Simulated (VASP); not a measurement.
# TePb (Fm-3m) in VASP: further runs, part 2 of 2

VASP 6.6.1. The steps go on from the part before.

## 6. Single point, LDA

This run uses another cell than the first one, of 34.90 Å³/atom, 1.043 times its volume.

File INCAR:

```
SYSTEM = TePb
  ALGO = Normal
  EDIFF = 1E-6
  ENCUT = 520
  ISIF = 2
  ISMEAR = 0
  LASPH = .TRUE.
  LCHARG = .FALSE.
  LREAL = .FALSE.
  LWAVE = .FALSE.
  NBANDS = 17
  NELM = 60
  PREC = Accurate
  SIGMA = 0.01
```

File KPOINTS:

```
k-points
0
G
  8 8 8
  0 0 0
```

File POSCAR:

```
TePb
1.0
    0.0000000000      3.2678368411      3.2678368411
    3.2678368411      0.0000000000      3.2678368411
    3.2678368411      3.2678368411      0.0000000000
Pb Te
1 1
Direct
    0.0000000000      0.0000000000      0.0000000000
    0.5000000000      0.5000000000      0.5000000000
```

Potentials or basis: VASP PAW LDA potentials, release 64 (Pb_d, Te).

Run with:

```bash
cat potpaw_LDA.64/Pb_d/POTCAR potpaw_LDA.64/Te/POTCAR > POTCAR
mpirun -np 1 vasp_std > vasp.out
```

OUTCAR:

```text
SYSTEM = TePb
   EDIFF = 1E-6
   ENCUT = 520
   ISIF = 2
   ISMEAR = 0
   LASPH = .TRUE.
   LREAL = .FALSE.
   NELM = 60
   PREC = Accurate

 ion  position               nearest neighbor table
   1  0.000  0.000  0.000-   2 3.27   2 3.27   2 3.27   2 3.27   2 3.27   2 3.27
   2  0.500  0.500  0.500-   1 3.27   1 3.27   1 3.27   1 3.27   1 3.27   1 3.27

  LATTYP: Found a face centered cubic cell.
 ALAT       =     6.5356736822

  Lattice vectors:

 A1 = (   0.0000000000,   3.2678368411,   3.2678368411)
 A2 = (   3.2678368411,   0.0000000000,   3.2678368411)
 A3 = (   3.2678368411,   3.2678368411,   0.0000000000)

Analysis of symmetry for initial positions (statically):
=====================================================================
 Subroutine PRICEL returns:
 Original cell was already a primitive cell.

 Routine SETGRP: Setting up the symmetry group for a
 face centered cubic supercell.

 Subroutine GETGRP returns: Found 48 space group operations
 (whereof 48 operations were pure point group operations)
 out of a pool of 48 trial point group operations.

The static configuration has the point symmetry O_h .

Analysis of symmetry for dynamics (positions and initial velocities):
=====================================================================
 Subroutine PRICEL returns:
 Original cell was already a primitive cell.

 Routine SETGRP: Setting up the symmetry group for a
 face centered cubic supercell.

 Subroutine GETGRP returns: Found 48 space group operations
 (whereof 48 operations were pure point group operations)
 out of a pool of 48 trial point group operations.

The dynamic configuration has the point symmetry O_h .

 Subroutine INISYM returns: Found 48 space group operations
 (whereof 48 operations are pure point group operations),
 and found     1 'primitive' translations

----------------------------------------------------------------------------------------

                                     Primitive cell

[... 110 lines left out ...]
     AMIX_MAG =   1.60;   BMIX_MAG =  1.00
  volume/ion in A,a.u.               =      34.90       235.49
  Fermi-wavevector in a.u.,A,eV,Ry     =   1.079314  2.039608 15.849680  1.164919
  Thomas-Fermi vector in A             =   2.215276
   LORBIT       =      0    0 simple, 1 ext, 2 COOP (PROOUT), +10 PAW based schemes
   GGA     = CA    functional components
   LHFCALC =     F    Hartree Fock is set to
   AEXX    =    0.0000 exact exchange contribution
   IVDW    =     0    specifies the selected vdW correction
   LEPSILON=     F    determine dielectric tensor
   LRPA    =     F    only Hartree local field effects (RPA)
 non-spin polarized calculation
 Gauss-broadening in eV      SIGMA  =   0.01
  energy-cutoff  :      520.00
  volume of cell :       69.79
 maximum number of plane-waves:      1895
 NGX is ok and might be reduce to    36
   NGX = 17   NGY = 17   NGZ = 17

 number of electron      20.0000002 magnetization

 Free energy of the ion-electron system (eV)
  ---------------------------------------------------
  ext. energy  EPLUGINS =         0.00000000
  ---------------------------------------------------
  free energy    TOTEN  =        -8.72955484 eV

  energy without entropy =       -8.72955484  energy(sigma->0) =       -8.72955484

 E-fermi :   5.0435     XC(G=0):  -9.4267

 val. band max:        4.9706882652   @ k =   0.5000   0.0000   0.0000
 cond. band min:       5.6719899208   @ k =   0.5000   0.0000   0.0000
 fundamental gap:      0.7013016556
 Fermi energy:         5.0434691857

 k-point     1 :       0.0000    0.0000    0.0000
  band No.  band energies     occupation
      1     -11.6354      2.00000
      2     -11.6354      2.00000
      3     -11.6242      2.00000
      4     -11.6242      2.00000
      5     -11.6242      2.00000
      6      -6.8007      2.00000
[... 457 lines left out ...]
      4     -11.6137      2.00000
      5     -11.6066      2.00000
      6      -5.2835      2.00000
[... 9 lines left out ...]
     16      14.7288      0.00000
     17      14.9835      0.00000

 [... further k-points ...]

------------------------ aborting loop because EDIFF is reached ----------------------------------------

  FORCE on cell =-STRESS in cart. coord.  units (eV):
  Direction    XX          YY          ZZ          XY          YZ          ZX
  --------------------------------------------------------------------------------------
  -------------------------------------------------------------------------------------
  Total       -1.2824219     -1.2824219     -1.2824219      0.0000000      0.0000000     -0.0000000
  in kB      -29.4394996    -29.4394996    -29.4394996      0.0000000      0.0000000     -0.0000000
  external PRESSURE =     -29.4394996 kB  Pullay stress =       0.0000000 kB

 VOLUME and BASIS-vectors are now :
 -----------------------------------------------------------------------------
  energy-cutoff  :      520.00
  volume of cell :       69.79
      direct lattice vectors                 reciprocal lattice vectors
     0.000000000  3.267836841  3.267836841    -0.153006415  0.153006415  0.153006415
     3.267836841  0.000000000  3.267836841     0.153006415 -0.153006415  0.153006415
     3.267836841  3.267836841  0.000000000     0.153006415  0.153006415 -0.153006415

 POSITION                                       TOTAL-FORCE (eV/Angst)
 -----------------------------------------------------------------------------------
      0.00000      0.00000      0.00000        -0.000000      0.000000     -0.000000
      3.26784      3.26784      3.26784         0.000000      0.000000      0.000000
 -----------------------------------------------------------------------------------
    total drift:                               -0.000000      0.000000      0.000000

  FREE ENERGIE OF THE ION-ELECTRON SYSTEM (eV)
  ---------------------------------------------------
  free  energy   TOTEN  =        -8.7295548371 eV

  energy  without entropy=       -8.7295548371  energy(sigma->0) =       -8.72955484
```

It took 12 s on 1 thread of Intel Xeon 6975P-C (Granite Rapids), shared host; peak memory 0.19 GiB.

Results:

| Item | Value |
| --- | --- |
| Free energy | -8.7296 eV |
| Pressure | -2.9 GPa |
| Band gap on the k mesh | 0.70 eV, direct |

Levels at points of the mesh, in eV from the valence-band top:
```csv
k point,band 7,band 8,band 9,band 10,band 11,band 12,band 13,band 14
"(0.00, 0.00, 0.00)",-5.75,-1.21,-1.21,-1.21,3.96,3.96,3.96,5.86
"(0.50, 0.00, 0.00)",-8.45,-0.76,-0.76,0.00,0.70,1.29,1.29,8.26
"(0.50, 0.50, 0.00)",-7.29,-4.25,-2.61,-2.61,3.40,5.27,5.27,6.42
```

Caveat: spin-orbit coupling is left out, which moves the levels of the heavy elements. A k mesh can miss the band edges.

## 7. Summary

```csv
level,potentials or basis,cell,k mesh,smearing,gap on the mesh (eV),pressure (GPa)
PBEsol,"VASP PAW PBE potentials, release 64 (Pb_d, Te)","a = 4.556 Å, angles 60.0°, 2 atoms",6 × 6 × 6,fermi-dirac 0.02 eV,0.65,0.0
PBE,"VASP PAW PBE potentials, release 64 (Pb_d, Te)","a = 4.645 Å, angles 60.0°, 2 atoms",6 × 6 × 6,fermi-dirac 0.02 eV,0.83,-0.1
r2SCAN,"VASP PAW PBE potentials, release 64 (Pb_d, Te)","a = 4.621 Å, angles 60.0°, 2 atoms",6 × 6 × 6,fermi-dirac 0.02 eV,1.09,0.0
PBE,"VASP PAW PBE potentials, release 64 (Pb_d, Te)","a = 4.621 Å, angles 60.0°, 2 atoms",8 × 8 × 8,fermi-dirac 0.02 eV,0.80,0.6
LDA,"VASP PAW LDA potentials, release 64 (Pb_d, Te)","a = 4.621 Å, angles 60.0°, 2 atoms",8 × 8 × 8,gaussian 0.01 eV,0.70,-2.9
```

Alike in all rows: task single point; no spin polarisation; cutoff (eV) 520.

Caveats: spin-orbit coupling is left out, which moves the levels of the heavy elements; the PAW data sets were made with another functional, which shifts forces and pressure a little (some runs).

Total energies depend on the potentials used, so only differences within one code and one set of settings carry meaning.
